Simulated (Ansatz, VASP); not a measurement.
## AsPt in VASP and in Ansatz

File INCAR:

```
SYSTEM = AsPt
ALGO = Normal ; EDIFF = 1E-7
ENCUT = 520 ; GGA = PE
ISIF = 2 ; ISMEAR = 0
LASPH = .TRUE. ; LCHARG = .FALSE.
LREAL = .FALSE. ; LWAVE = .FALSE.
NBANDS = 14 ; NELM = 60
PREC = Accurate ; SIGMA = 0.05
```

Contents of KPOINTS:

```
k-points
0
G
  12 12 12
  0 0 0
```

The input POSCAR:

```
AsPt
1.0
    0.0000000000      2.7604008332      2.7604008332
    2.7604008332      0.0000000000      2.7604008332
    2.7604008332      2.7604008332      0.0000000000
Pt As
1 1
Direct
    0.0000000000      0.0000000000      0.0000000000
    0.2500000000      0.2500000000      0.2500000000
```

Input for Ansatz:

```yaml
crystal:
  lattice:
    - [0.0, 2.7604008332, 2.7604008332]
    - [2.7604008332, 0.0, 2.7604008332]
    - [2.7604008332, 2.7604008332, 0.0]
  atoms:
    - { symbol: Pt, position: [0.0, 0.0, 0.0] }
    - { symbol: As, position: [0.25, 0.25, 0.25] }
basis:
  ecutwfc: 420
  ecutrho_ratio: 4
kpoints:
  mp_grid: { grid: [12, 12, 12] }
hamiltonian:
  xc: pbe
scf:
  occupations: { method: gaussian, width: 0.05 }
output:
  forces: true
  stress: true
  eigenvalues: true
```

Alike in both runs: task single point; functional PBE; k mesh 12 × 12 × 12; occupations gaussian, width 0.05 eV; no spin polarisation.

|  | VASP | Ansatz |
| --- | --- | --- |
| version | VASP 6.6.1 | Ansatz 0.2.0 |
| potentials or method | VASP PAW PBE potentials, release 64 (Pt, As), cutoff 520 eV | scalar-relativistic, plane waves, PAW |
| valence electrons in the cell | 15 | 33 |

```tsv
	VASP	Ansatz	Ansatz less VASP
gap on the k mesh at the Fermi level (eV)	none	none	-
pressure (GPa)	7.0	7.0	-0.05
```

A gap of «none» marks a metal or a gap that the smearing closes. VASP's potentials hold 15 valence electrons a cell and Ansatz's 33, so a difference there can come from the potentials and not from the codes.

Neither program's run includes spin-orbit coupling.
